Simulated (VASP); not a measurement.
Wanted: the native input for a VASP 6.6.1 run.

| Item | Value |
| --- | --- |
| Task | relaxation of shape and atoms at fixed volume |
| Functional | PBEsol |
| Potentials or basis | VASP PAW PBE potentials, release 64 (C, O) |
| Cutoff | 600 eV |
| k mesh | 8 × 8 × 8 |
| Occupations | gaussian, width 0.02 eV |
| Spin | no spin polarisation |
| Dipole correction | no |
| Further INCAR settings | ALGO = Normal; EDIFF = 1e-07; IBRION = 2; EDIFFG = -0.01; NSW = 50; ISIF = 4 |

The structure of CO2 lies in POSCAR:

```
CO2
1.0
   -1.8549080790      1.8549080790      2.9136761946
    1.8549080790     -1.8549080790      2.9136761946
    1.8549080790      1.8549080790     -2.9136761946
C O
2 4
Direct
    0.7500000000      0.2500000000      0.5000000000
    0.0000000000      0.0000000000      0.0000000000
    0.6913989748      0.1250000000      0.0663989748
    0.0586010252      0.6250000000      0.9336010252
    0.3750000000      0.3086010252      0.4336010252
    0.8750000000      0.9413989748      0.5663989748
```

The input as run:

INCAR

```
ALGO     = Normal         # electronic algorithm
EDIFF    = 1E-7           # SCF threshold, eV
EDIFFG   = -0.01          # ionic threshold
ENCUT    = 600            # plane-wave cutoff, eV
GGA      = PS             # functional
IBRION   = 2              # ionic algorithm
ISIF     = 4              # what is computed and relaxed
ISMEAR   = 0              # smearing method
LASPH    = T              # aspherical terms in the spheres
LCHARG   = F              # write CHGCAR
LREAL    = F              # projectors in reciprocal space
LWAVE    = F              # write WAVECAR
NELM     = 60             # most SCF steps
NSW      = 50             # ionic steps
PREC     = Accurate       # precision mode
SIGMA    = 0.02           # smearing width, eV
```

KPOINTS

```
k-points
0
Gamma
  8 8 8
```

Potentials or basis: VASP PAW PBE potentials, release 64 (C, O).

Launch:

```console
$ cat potpaw_PBE.64/C/POTCAR potpaw_PBE.64/O/POTCAR > POTCAR
$ mpirun -np 1 vasp_std > vasp.out
```

It gave:

```
Energy gained by relaxing    : 5.7 meV/atom
Ionic steps                  : 5
Pressure after relaxing      : 23.7 GPa
Largest force after relaxing : 0.004 eV/Å
Band gap on the k mesh       : 7.48 eV (least direct gap 7.75 eV)
```

Caveat: the PAW data sets were made with another functional, which shifts forces and pressure a little.

Wall time 68 s on 1 thread of Intel(R) Xeon(R) 6975P-C (Granite Rapids), with other jobs on the host, peak memory 0.19 GiB.
